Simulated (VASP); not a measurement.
Li2Pt: electric field gradients with LDA

Li2Pt:

```
CELL_PARAMETERS angstrom
4.10228 0.00000 0.00000
-2.05114 3.55268 0.00000
0.00000 0.00000 2.66100
ATOMIC_POSITIONS crystal
Li 0.33333 0.66667 0.50000
Li 0.66667 0.33333 0.50000
Pt 0.00000 0.00000 0.00000
```

This cell differs from its parent crystal: equal xx and yy strain of -2 %.

```yaml
Program: VASP 6.6.1
Task: electric field gradients
Functional: LDA
Potentials_or_basis: VASP PAW LDA potentials, release 64 (Li_sv, Pt)
Cutoff: 520 eV
k_mesh: 9 × 9 × 12
Occupations: fermi-dirac, width 0.03 eV
Spin: no spin polarisation
Dipole_correction: no
Further_INCAR_settings: ALGO = Normal; EDIFF = 1e-08; NBANDS = 15
```

```
Band gap on the k mesh                  : zero (bands 8 and 9 overlap by 1.83 eV)
Largest electric field gradient by atom : Li +0.1; Pt -345.9 V/Å²
```

Levels at points of the mesh, in eV from the Fermi level:
| k point | band 4 | band 5 | band 6 | band 7 | band 8 | band 9 | band 10 | band 11 | band 12 | band 13 |
| --- | --- | --- | --- | --- | --- | --- | --- | --- | --- | --- |
| (0.00, 0.00, 0.00) | -4.42 | -3.36 | -3.36 | -0.65 | -0.65 | 4.11 | 4.11 | 6.73 | 6.73 | 9.53 |
| (0.00, 0.00, 0.50) | -3.77 | -3.77 | -2.18 | -2.18 | 0.57 | 2.89 | 6.57 | 6.57 | 7.51 | 10.95 |

Electric field gradients, principal values (V/Å²):
```tsv
atom	least	middle	greatest (by size)
1 Li	-0.056	-0.062	0.118
2 Li	-0.056	-0.062	0.118
3 Pt	172.963	172.963	-345.926
```

Run time: 27 s on 1 thread of Intel(R) Xeon(R) Platinum 8259CL CPU @ 2.50GHz (Skylake/Cascade Lake), with other jobs on the host, peak memory 0.17 GiB.

Caveat: the cell differs from its parent crystal (equal xx and yy strain of -2 %); without QUAD_EFG the Cq values of the log hold for a quadrupole moment of 1 mb, not for the nuclei; spin-orbit coupling is left out, which moves the levels of the heavy elements.
